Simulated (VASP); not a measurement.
NaF, 4 atoms in the cell. It takes space group P4_2/mmc (No. 131, tetragonal). The conventional cell has a = 3.332 Å, b = 3.332 Å, c = 6.039 Å, α = 90.00°, β = 90.00°, γ = 90.00°. Na (site symmetry mmm) has 4 F at 2.25 Å within 3.0 Å. F (site symmetry -4m2) has 4 Na at 2.25 Å and 2 F at 3.02 Å within 3.1 Å.  This cell differs from its parent crystal: atoms taken out.

- Program: VASP 6.6.1
- Task: single point
- Functional: PBE
- Potentials or basis: VASP PAW PBE potentials, release 64 (Na_pv, F)
- Cutoff: 520 eV
- k mesh: 6 × 6 × 4
- Occupations: gaussian, width 0.02 eV
- Spin: no spin polarisation
- Dipole correction: no
- Further INCAR settings: ALGO = Normal; EDIFF = 1e-06; NBANDS = 22

Potentials or basis: VASP PAW PBE potentials, release 64 (Na_pv, F).

Run with:

```sh
$ cat potpaw_PBE.64/Na_pv/POTCAR potpaw_PBE.64/F/POTCAR > POTCAR
$ mpirun -np 1 vasp_std > vasp.out
```

Hardware: 1 thread of Intel(R) Xeon(R) Platinum 8259CL CPU @ 2.50GHz (Skylake/Cascade Lake), on a shared host.

Problem. Estimate the wall time of this run.

Solution. Run time: 36 s on 1 thread of Intel(R) Xeon(R) Platinum 8259CL CPU @ 2.50GHz (Skylake/Cascade Lake), on a shared host, peak memory 0.19 GiB. Counts: scf iterations 13, k points 30.
